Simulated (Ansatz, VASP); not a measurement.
# Hf: VASP beside Ansatz

POSCAR

```
Hf
1.0
    3.1987335297      0.0000000000      0.0000000000
   -1.5993667648      2.7701844966      0.0000000000
    0.0000000000      0.0000000000      5.0505021987
Hf
2
Direct
    0.3333333333      0.6666666667      0.2500000000
    0.6666666667      0.3333333333      0.7500000000
```

The input INCAR.step1:

```
SYSTEM = Hf
PREC = Accurate ; ENCUT = 520
ISMEAR = -1 ; SIGMA = 0.03
LREAL = .False. ; LASPH = .True.
NELM = 60 ; NBANDS = 17
GGA = PE ; ALGO = Normal
EDIFF = 1E-4 ; LWAVE = .True.
LCHARG = .False.
```

Contents of INCAR.step2:

```
SYSTEM = Hf
PREC = Accurate ; ENCUT = 520
EDIFF = 1E-6 ; ISMEAR = -1
SIGMA = 0.03 ; LREAL = .False.
LASPH = .True. ; NELM = 60
ALGO = Normal ; ISIF = 2
LWAVE = .False. ; LCHARG = .False.
METAGGA = R2SCAN ; LMIXTAU = .True.
NBANDS = 17 ; ISTART = 1
```

The input KPOINTS:

```
Automatic mesh
0
Gamma
  11 11 6
  0 0 0
```

Input for Ansatz:

```yaml
crystal:
  lattice:
    - [3.1987335297, 0.0, 0.0]
    - [-1.5993667648, 2.7701844966, 0.0]
    - [0.0, 0.0, 5.0505021987]
  atoms:
    - { symbol: Hf, position: [0.3333333333, 0.6666666667, 0.25] }
    - { symbol: Hf, position: [0.6666666667, 0.3333333333, 0.75] }
hamiltonian:
  xc: r2scan
  pseudopotentials:
    kind: paw
    azcp:
      Hf: "pseudopotentials/Hf.paw.azcp"
basis:
  ecutwfc: 500
  fft_grid_basis: typed
kpoints:
  mp_grid: { grid: [11, 11, 6], shift: [0, 0, 0] }
magnetization:
  spin_polarized: false
scf:
  occupations: { method: fermi_dirac, width: 0.03 }
  lower_state_search: "off"
output:
  stress: true
```

Alike in both runs: task single point; functional r2SCAN; k mesh 11 × 11 × 6; occupations fermi-dirac, width 0.03 eV; no spin polarisation.

|  | VASP | Ansatz |
| --- | --- | --- |
| version | VASP 6.6.1 | Ansatz 0.2.0 |
| potentials or method | VASP PAW PBE potentials, release 64 (Hf_pv), cutoff 520 eV | plane waves (500 eV) with PAW, scalar-relativistic |
| valence electrons in the cell | 20 | 52 |

Ansatz gave:

```
pressure (GPa)                                                : 0.1
traceless stress, the component that is largest in VASP (GPa) : 0.05
```

**Question.** What did VASP give for the same quantities?

**Answer.** Pressure (GPa): -0.5; traceless stress, the component that is largest in VASP (GPa): -0.09.

VASP's potentials were made for PBE, not for r2SCAN. VASP's potentials hold 20 valence electrons a cell and Ansatz's 52, so a difference there can come from the potentials and not from the codes.

Neither program's run includes spin-orbit coupling.
